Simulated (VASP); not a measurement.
TiC: relaxation of cell and atoms with PBEsol

Crystal: TiC.

```
Ti C
1.0
     0.00000    2.15930    2.15930
     2.15930    0.00000    2.15930
     2.15930    2.15930    0.00000
Ti C
1 1
Direct
  0.00000 0.00000 0.00000
  0.50000 0.50000 0.50000
```

- Program: VASP 6.6.1
- Task: relaxation of cell and atoms
- Functional: PBEsol
- Potentials or basis: VASP PAW PBE potentials, release 64 (Ti_sv, C)
- Cutoff: 600 eV
- k mesh: 13 × 13 × 13
- Occupations: gaussian, width 0.15 eV
- Spin: no spin polarisation
- Dipole correction: no
- Further INCAR settings: ALGO = Normal; EDIFF = 1e-06; IBRION = 2; EDIFFG = -0.01; NSW = 80; ISIF = 3

* Relaxed volume: 9.90 Å³/atom
* Relaxed cell: a = 3.037 Å, b = 3.037 Å, c = 3.037 Å, α = 60.00°, β = 60.00°, γ = 60.00°
* Space group after relaxing (to 0.05 Å): Fm-3m (No. 225)
* Energy gained by relaxing: 2.4 meV/atom
* Ionic steps: 3
* Pressure after relaxing: 0.0 GPa
* Band gap on the k mesh: zero (band 8 reaches 10.28 eV, above the bottom of band 9 at 9.21 eV)

The path:
| step | energy change (eV) | largest force (eV/Å) | pressure (GPa) | volume (Å³) |
| --- | --- | --- | --- | --- |
| 1 | 0.0000 | 0.0000 | -4.40 | 20.14 |
| 2 | 0.0043 | 0.0000 | 6.42 | 19.34 |
| 3 | -0.0047 | 0.0000 | -0.02 | 19.80 |

Final structure:
```xyz
2
Lattice="0.0000 2.1471 2.1471 2.1471 0.0000 2.1471 2.1471 2.1471 0.0000" Properties=species:S:1:pos:R:3 pbc="T T T"
Ti    0.0000    0.0000    0.0000
C     2.1471    2.1471    2.1471
```

Levels at points of the mesh, in eV from the Fermi level:
| k point | band 5 | band 6 | band 7 | band 8 | band 9 | band 10 | band 11 | band 12 |
| --- | --- | --- | --- | --- | --- | --- | --- | --- |
| (0.00, 0.00, 0.00) | -12.49 | 0.67 | 0.67 | 0.67 | 1.74 | 1.74 | 1.74 | 1.78 |

Wall time 40 s on 1 thread of Intel(R) Xeon(R) Platinum 8375C CPU @ 2.90GHz (Ice Lake), with other jobs on the host, peak memory 0.17 GiB.

Caveat: the PAW data sets were made with another functional, which shifts forces and pressure a little.
